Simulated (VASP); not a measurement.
BaTe, 2 atoms in the cell. The structure is cubic, space group Pm-3m (No. 221). Conventional cell: a = 4.245 Å, b = 4.245 Å, c = 4.245 Å, α = 90.00°, β = 90.00°, γ = 90.00°. Ba (site symmetry m-3m) has 8 Te at 3.68 Å and 6 Ba at 4.24 Å within 4.8 Å. Within 4.8 Å of Te (site symmetry m-3m) lie 8 Ba at 3.68 Å and 6 Te at 4.24 Å. 

```yaml
Program: VASP 6.6.1
Task: single point
Functional: PBE
Potentials_or_basis: VASP PAW PBE potentials, release 64 (Ba_sv, Te)
Cutoff: 520 eV
k_mesh: 4 × 4 × 4
Occupations: gaussian, width 0.01 eV
Spin: no spin polarisation
Dipole_correction: no
Further_INCAR_settings: ALGO = Normal; EDIFF = 1e-06; NBANDS = 15
```

Potentials or basis: VASP PAW PBE potentials, release 64 (Ba_sv, Te).

Run with:

```console
$ cat potpaw_PBE.64/Ba_sv/POTCAR potpaw_PBE.64/Te/POTCAR > POTCAR
$ mpirun -np 1 vasp_std > vasp.out
```

Hardware: 1 thread of AMD EPYC 7R13 (shared host).

Q: How long does it take, and how much memory?

A: Run time: 15 s on 1 thread of AMD EPYC 7R13, with other jobs on the host, peak memory 0.15 GiB. Counts: scf iterations 14, k points 10.
